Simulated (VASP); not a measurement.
# O (R-3m) in VASP: single point with r2SCAN

Aim: the single point of O with r2SCAN.

Program: VASP 6.6.1. These are calculated values, not measurements. Logs are shortened: lines on timing, memory, paths and dates and some standing lists are left out, and cuts for length are marked.

### Step 1. The cell of the first run

The structure is trigonal, space group R-3m (No. 166). Conventional cell: a = 2.847 Å, b = 2.847 Å, c = 10.225 Å, α = 90.00°, β = 90.00°, γ = 120.00°. O (site symmetry 3m) has 1 O at 1.20 Å within 1.6 Å.

### Step 2. Single point, r2SCAN

Input file POSCAR:

```
O
1.0
    1.4233500009      0.8217715078      3.4082999996
   -1.4233500009      0.8217715078      3.4082999996
    0.0000000000     -1.6435430107      3.4083000008
O
2
Direct
    0.0601108797      0.0601108797      0.0601108825
    0.9422999990      0.9422999990      0.9423000019
```

Input file INCAR.step1:

```
PREC = Accurate
ENCUT = 1480
ISMEAR = -1
SIGMA = 0.05
LREAL = F
LASPH = T
NELM = 120
NBANDS = 13
GGA = PE
ALGO = Normal
EDIFF = 1E-5
LWAVE = T
LCHARG = F
GGA_COMPAT = F
```

Input file INCAR.step2:

```
PREC = Accurate
ENCUT = 1480
EDIFF = 1E-6
ISMEAR = -1
SIGMA = 0.05
LREAL = F
LASPH = T
NELM = 120
ALGO = Normal
ISIF = 2
LWAVE = F
LCHARG = F
METAGGA = R2SCAN
LMIXTAU = T
NBANDS = 13
ISTART = 1
GGA_COMPAT = F
```

Input file KPOINTS:

```
Automatic mesh
0
Gamma
  5 5 5
```

Potentials or basis: VASP PAW PBE potentials, release 64 (O_h).

Launch:

```console
$ cat potpaw_PBE.64/O_h/POTCAR > POTCAR
$ cp INCAR.step1 INCAR
$ mpirun -np 1 vasp_std > vasp.out
$ cp INCAR.step2 INCAR
$ mpirun -np 1 vasp_std > vasp.out
```

OUTCAR:

```text
PREC = Accurate
   ENCUT = 1480
   EDIFF = 1E-6
   ISMEAR = -1
   LREAL = F
   LASPH = T
   NELM = 120
   ISIF = 2
   METAGGA = R2SCAN
   ISTART = 1

 ion  position               nearest neighbor table
   1  0.060  0.060  0.060-   2 1.20
   2  0.942  0.942  0.942-   1 1.20

  LATTYP: Found a trigonal (rhomboedric) cell.
 ALAT       =     3.7838792956
 COS(alpha) =     0.7170049368

  Lattice vectors:

 A1 = (   1.4233500009,   0.8217715078,   3.4082999996)
 A2 = (  -1.4233500009,   0.8217715078,   3.4082999996)
 A3 = (   0.0000000000,  -1.6435430107,   3.4083000008)

Analysis of symmetry for initial positions (statically):
=====================================================================
 Subroutine PRICEL returns:
 Original cell was already a primitive cell.

 Routine SETGRP: Setting up the symmetry group for a
 trigonal (rhombohedral) supercell.

 Subroutine GETGRP returns: Found 12 space group operations
 (whereof  6 operations were pure point group operations)
 out of a pool of 12 trial point group operations.

The static configuration has the point symmetry C_3v.
 The point group associated with its full space group is D_3d.

Analysis of symmetry for dynamics (positions and initial velocities):
=====================================================================
 Subroutine PRICEL returns:
 Original cell was already a primitive cell.

 Routine SETGRP: Setting up the symmetry group for a
 trigonal (rhombohedral) supercell.

 Subroutine GETGRP returns: Found 12 space group operations
 (whereof  6 operations were pure point group operations)
 out of a pool of 12 trial point group operations.

The dynamic configuration has the point symmetry C_3v.
 The point group associated with its full space group is D_3d.

 Subroutine INISYM returns: Found 12 space group operations
 (whereof  6 operations are pure point group operations),
 and found     1 'primitive' translations

----------------------------------------------------------------------------------------

                                     Primitive cell

  volume of cell :      23.9195

  direct lattice vectors                    reciprocal lattice vectors
     1.423350001  0.821771508  3.408300000     0.351283943  0.202813879  0.097800467
    -1.423350001  0.821771508  3.408300000    -0.351283943  0.202813879  0.097800467
     0.000000000 -1.643543011  3.408300001     0.000000000 -0.405627758  0.097800468

  length of vectors
     3.783879296  3.783879296  3.783879296     0.417251494  0.417251494  0.417251494

  position of ions in fractional coordinates (direct lattice)
     0.060110880  0.060110880  0.060110882
     0.942299999  0.942299999  0.942300002

  ion indices of the primitive-cell ions
   primitive index   ion index
                 1           1
                 2           2

----------------------------------------------------------------------------------------

 KPOINTS: Automatic mesh

Automatic generation of k-mesh.
 Grid dimensions read from file:
 generate k-points for:    5    5    5

 Generating k-lattice:

  Cartesian coordinates                     Fractional coordinates (reciprocal lattice)
     0.070256789  0.040562776  0.019560093     0.200000000  0.000000000  0.000000000
    -0.070256789  0.040562776  0.019560093     0.000000000  0.200000000  0.000000000
     0.000000000 -0.081125552  0.019560094     0.000000000  0.000000000  0.200000000

  Length of vectors
     0.083450299  0.083450299  0.083450299

  Shift w.r.t. Gamma in fractional coordinates (k-lattice)
     0.000000000  0.000000000  0.000000000

 Subroutine IBZKPT returns following result:
 ===========================================

 Found     19 irreducible k-points:

 Following reciprocal coordinates:
            Coordinates               Weight
  0.000000  0.000000  0.000000      1.000000
  0.200000 -0.000000 -0.000000      6.000000
  0.400000 -0.000000 -0.000000      6.000000
  0.200000  0.200000 -0.000000      6.000000
  0.400000  0.200000 -0.000000     12.000000
 -0.400000  0.200000  0.000000     12.000000
[... 11 lines left out ...]
  0.400000  0.400000  0.400000      2.000000
 -0.400000  0.400000  0.400000      6.000000
   k-points           NKPTS =     19   k-points in BZ     NKDIM =     19   number of bands    NBANDS=     13
   number of dos      NEDOS =    301   number of ions     NIONS =      2
   total plane-waves  NPLWV = 110592
   dimension x,y,z NGX =    48 NGY =   48 NGZ =   48
   dimension x,y,z NGXF=    96 NGYF=   96 NGZF=   96
   ions per type =               2
   NGX,Y,Z   is equivalent  to a cutoff of  21.09, 21.09, 21.09 a.u.
   NGXF,Y,Z  is equivalent  to a cutoff of  42.18, 42.18, 42.18 a.u.
 SYSTEM =  unknown system
   PREC   = accura    normal or accurate (medium, high low for compatibility)
   ISTART =      1    job   : 0-new  1-cont  2-samecut
   ICHARG =      0    charge: 1-file 2-atom 10-const
   ISPIN  =      1    spin polarized calculation?
   LNONCOLLINEAR =      F non collinear calculations
   LSORBIT =      F    spin-orbit coupling
   LASPH  =      T    aspherical Exc in radial PAW
   ENCUT  = 1480.0 eV 108.78 Ry   10.43 a.u.  11.87 11.87 11.87*2*pi/ulx,y,z
   NELM   =    120;   NELMIN=  2; NELMDL=  0     # of ELM steps
   EDIFF  = 0.1E-05   stopping-criterion for ELM
   LREAL  =      F    real-space projection
   EDIFFG = 0.1E-04   stopping-criterion for IOM
   NSW    =      0    number of steps for IOM
   IBRION =     -1    ionic relax: 0-MD 1-quasi-New 2-CG
   NFREE  =      0    steps in history (QN), initial steepest desc. (CG)
   ISIF   =      2    stress and relaxation
   ISYM   =      2    0-nonsym 1-usesym 2-fastsym
   POTIM  = 0.5000    time-step for ionic-motion
   TEBEG  =    0.0;   TEEND  =   0.0 temperature during run
   PSTRESS=    0.0 pullay stress
   NELECT =      12.0000    total number of electrons
   NUPDOWN=      -1.0000    fix difference up-down
   EMIN   =  10.00;   EMAX   =-10.00  energy-range for DOS
   EFERMI =   0.00;   METHOD = LEGACY
   ISMEAR =    -1;   SIGMA  =   0.05  broadening in eV -4-tet -1-fermi 0-gaus
   EFERMI_NEDOS =   21; number of points for ismear=-14 and -15
   IALGO  =     38    algorithm
   IMIX   =      4    mixing-type and parameters
     AMIX     =   0.40;   BMIX     =  1.00
     AMIX_MAG =   1.60;   BMIX_MAG =  1.00
  volume/ion in A,a.u.               =      11.96        80.71
  Fermi-wavevector in a.u.,A,eV,Ry     =   1.300822  2.458198 23.022943  1.692139
  Thomas-Fermi vector in A             =   2.431996
   LORBIT       =      0    0 simple, 1 ext, 2 COOP (PROOUT), +10 PAW based schemes
   METAGGA = R2SCAN    functional components
   LHFCALC =     F    Hartree Fock is set to
   AEXX    =    0.0000 exact exchange contribution
   IVDW    =     0    specifies the selected vdW correction
   LEPSILON=     F    determine dielectric tensor
   LRPA    =     F    only Hartree local field effects (RPA)
 non-spin polarized calculation
  energy-cutoff  :     1480.00
  volume of cell :       23.92
 maximum number of plane-waves:      3111
   NGX = 23   NGY = 23   NGZ = 23

 number of electron      12.0000000 magnetization

 Free energy of the ion-electron system (eV)
  ---------------------------------------------------
  ext. energy  EPLUGINS =         0.00000000
  ---------------------------------------------------
  free energy    TOTEN  =       -11.25422461 eV

  energy without entropy =      -11.23091752  energy(sigma->0) =      -11.24257107

 E-fermi :   0.6042     XC(G=0):  -9.7810

 val. band max:        0.5206779930   @ k =   0.4000   0.4000   0.2000
 cond. band min:       0.6191932561   @ k =  -0.2000   0.4000   0.2000
 fundamental gap:      0.0985152632
 Fermi energy:         0.6041784142

 k-point     1 :       0.0000    0.0000    0.0000
  band No.  band energies     occupation
      1     -28.0562      2.00000
      2     -14.3441      2.00000
      3      -8.7136      2.00000
      4      -5.8319      2.00000
      5      -5.8319      2.00000
      6       1.1440      0.00004
      7       1.1440      0.00004
      8       9.6408      0.00000
      9      12.5101      0.00000
     10      16.8407      0.00000
     11      20.3003      0.00000
     12      23.1811      0.00000
     13      23.1811      0.00000

 k-point     2 :       0.2000   -0.0000   -0.0000
  band No.  band energies     occupation
      1     -27.9262      2.00000
      2     -14.2995      2.00000
      3      -8.4896      2.00000
      4      -6.4916      2.00000
      5      -5.9707      2.00000
      6       0.6420      0.63850
      7       0.9626      0.00154
      8      10.8007      0.00000
      9      12.5090      0.00000
     10      16.9161      0.00000
     11      19.0289      0.00000
     12      21.8255      0.00000
     13      23.4178      0.00000

 k-point     3 :       0.4000   -0.0000   -0.0000
  band No.  band energies     occupation
      1     -27.7081      2.00000
      2     -14.2137      2.00000
      3      -8.2114      2.00000
      4      -7.3846      2.00000
      5      -6.1868      2.00000
      6      -0.0591      2.00000
      7       0.6789      0.36647
      8      11.5949      0.00000
      9      13.5440      0.00000
     10      15.5436      0.00000
     11      18.5406      0.00000
     12      20.6317      0.00000
     13      23.0932      0.00000
[... 225 lines left out ...]
 k-point    18 :       0.4000    0.4000    0.4000
  band No.  band energies     occupation
      1     -27.9620      2.00000
      2     -15.4551      2.00000
      3      -6.7947      2.00000
      4      -5.9342      2.00000
      5      -5.9342      2.00000
      6       1.3853      0.00000
      7       1.3853      0.00000
      8       8.9988      0.00000
      9      10.3489      0.00000
     10      14.9726      0.00000
     11      22.3112      0.00000
     12      22.3112      0.00000
     13      25.9259      0.00000

 k-point    19 :      -0.4000    0.4000    0.4000
  band No.  band energies     occupation
      1     -27.8442      2.00000
      2     -15.2590      2.00000
      3      -6.8674      2.00000
      4      -6.5077      2.00000
      5      -6.0955      2.00000
      6       0.6755      0.38716
      7       1.2604      0.00000
      8       9.6359      0.00000
      9      11.5767      0.00000
     10      15.3628      0.00000
     11      18.3827      0.00000
     12      23.6261      0.00000
     13      24.5959      0.00000

------------------------ aborting loop because EDIFF is reached ----------------------------------------

  FORCE on cell =-STRESS in cart. coord.  units (eV):
  Direction    XX          YY          ZZ          XY          YZ          ZX
  --------------------------------------------------------------------------------------
  -------------------------------------------------------------------------------------
  Total       -1.2646951     -1.2646951      0.5144491      0.0000000      0.0000000     -0.0000000
  in kB      -84.7119311    -84.7119311     34.4588801      0.0000000      0.0000001     -0.0000000
  external PRESSURE =     -44.9883274 kB  Pullay stress =       0.0000000 kB

 VOLUME and BASIS-vectors are now :
 -----------------------------------------------------------------------------
  energy-cutoff  :     1480.00
  volume of cell :       23.92
      direct lattice vectors                 reciprocal lattice vectors
     1.423350001  0.821771508  3.408300000     0.351283943  0.202813879  0.097800467
    -1.423350001  0.821771508  3.408300000    -0.351283943  0.202813879  0.097800467
     0.000000000 -1.643543011  3.408300001     0.000000000 -0.405627758  0.097800468

 POSITION                                       TOTAL-FORCE (eV/Angst)
 -----------------------------------------------------------------------------------
      0.00000     -0.00000      0.61463         0.000000      0.000000      0.012660
      0.00000     -0.00000      9.63492         0.000000     -0.000000     -0.012660
 -----------------------------------------------------------------------------------
    total drift:                                0.000000      0.000015     -0.000006

  FREE ENERGIE OF THE ION-ELECTRON SYSTEM (eV)
  ---------------------------------------------------
  free  energy   TOTEN  =       -11.2542246123 eV

  energy  without entropy=      -11.2309175219  energy(sigma->0) =      -11.24257107
```

Run time: 2.5 min. Hardware: 1 thread of AMD EPYC 7R13 (Zen 3), shared host; peak memory 0.3 GiB.

What came out:

```
Free energy            : -11.2542 eV
Pressure               : -4.5 GPa
Largest force          : 0.013 eV/Å
Band gap on the k mesh : zero (bands 6 and 7 overlap by 1.11 eV)
```

Forces in eV/Å, atoms in the order of the input:
```
O    0.000  0.000  0.013
O    0.000  0.000 -0.013
```

Caveat: the k points lie up to 0.52 Å⁻¹ apart, too coarse for converged energies and pressures of a metal; spin is off for a triplet molecule; the PAW data sets were made with another functional, which shifts forces and pressure a little.

The gap in the log of VASP goes by the Fermi energy; the results here count the filled bands.